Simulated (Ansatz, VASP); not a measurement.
# One calculation of Cs2SnI6, two programs

The input POSCAR:

```
Cs2SnI6
1.0
    0.0000000000      5.9203886531      5.9203886531
    5.9203886531      0.0000000000      5.9203886531
    5.9203886531      5.9203886531      0.0000000000
Cs Sn I
2 1 6
Direct
    0.2500000000      0.2500000000      0.2500000000
    0.7500000000      0.7500000000      0.7500000000
    0.0000000000      0.0000000000      0.0000000000
    0.2436476375      0.7563523625      0.7563523625
    0.2436476375      0.7563523625      0.2436476375
    0.7563523625      0.2436476375      0.7563523625
    0.7563523625      0.2436476375      0.2436476375
    0.7563523625      0.7563523625      0.2436476375
    0.2436476375      0.2436476375      0.7563523625
```

INCAR.step1

```
ALGO = Normal ; EDIFF = 1E-5
ENCUT = 440 ; GGA = PE
GGA_COMPAT = F ; ISIF = 2
ISMEAR = 0 ; LASPH = T
LCHARG = F ; LREAL = F
LWAVE = T ; NBANDS = 47
NELM = 120 ; PREC = Accurate
SIGMA = 0.01
```

INCAR.step2

```
AEXX = 0.1 ; ALGO = Normal
EDIFF = 1E-6 ; ENCUT = 440
GGA_COMPAT = F ; ISIF = 2
ISMEAR = 0 ; ISTART = 1
LASPH = T ; LCHARG = F
LHFCALC = T ; LMIXTAU = T
LREAL = F ; LWAVE = F
METAGGA = R2SCAN ; NBANDS = 47
NELM = 120 ; PREC = Accurate
PRECFOCK = Fast ; SIGMA = 0.01
```

The input KPOINTS:

```
k-points
0
Gamma
  2 2 2
```

Input for Ansatz:

```yaml
crystal:
  lattice:
    - [0.0, 5.9203886531, 5.9203886531]
    - [5.9203886531, 0.0, 5.9203886531]
    - [5.9203886531, 5.9203886531, 0.0]
  atoms:
    - { symbol: Cs, position: [0.25, 0.25, 0.25] }
    - { symbol: Cs, position: [0.75, 0.75, 0.75] }
    - { symbol: Sn, position: [0.0, 0.0, 0.0] }
    - { symbol: I, position: [0.2436476375, 0.7563523625, 0.7563523625] }
    - { symbol: I, position: [0.2436476375, 0.7563523625, 0.2436476375] }
    - { symbol: I, position: [0.7563523625, 0.2436476375, 0.7563523625] }
    - { symbol: I, position: [0.7563523625, 0.2436476375, 0.2436476375] }
    - { symbol: I, position: [0.7563523625, 0.7563523625, 0.2436476375] }
    - { symbol: I, position: [0.2436476375, 0.2436476375, 0.7563523625] }
kpoints:
  mp_grid: { grid: [2, 2, 2] }
  band_path:
    path:
      - [0.0, 0.0, 0.0]
      - [0.5, 0.0, 0.5]
      - [0.625, 0.25, 0.625]
      - [0.375, 0.375, 0.75]
      - [0.5, 0.5, 0.5]
      - [0.5, 0.25, 0.75]
    npoints: 1
hamiltonian:
  xc: r2scanh
scf:
  occupations: { method: fixed }
  n_extra_bands: 6
output:
  forces: true
  stress: true
  eigenvalues: true
```

Alike in both runs: task single point; functional r2SCANh; k mesh 2 × 2 × 2; no spin polarisation.

|  | VASP | Ansatz |
| --- | --- | --- |
| version | VASP 6.6.1 | Ansatz 0.2.0 |
| potentials or method | VASP PAW PBE potentials, release 64 (Cs_sv, Sn_d, I) | plane waves, PAW |
| plane-wave cutoff (eV) | 440 | 500 |
| occupations | gaussian, width 0.01 eV | fixed |
| valence electrons in the cell | 74 | 134 |

Ansatz gave:

```
gap on the k mesh at the Fermi level (eV) : 0.98
pressure (GPa)                            : -0.1
rms of the force components (eV/Å)        : 0.065
```

**Question.** Estimate VASP's values.

**Answer.** gap on the k mesh at the Fermi level (eV): 1.00; pressure (GPa): -0.1; rms of the force components (eV/Å): 0.065.

VASP's potentials were made for PBE, not for r2SCANh. Atom by atom the forces differ by 0.001 eV/Å (rms over components). VASP's potentials hold 74 valence electrons a cell and Ansatz's 134, so a difference there can come from the potentials and not from the codes. Ansatz's warnings: stress exchange threshold loose, stress scf threshold loose.

The k mesh is coarse, so the values compare programs but aren't converged. Neither program's run includes spin-orbit coupling.
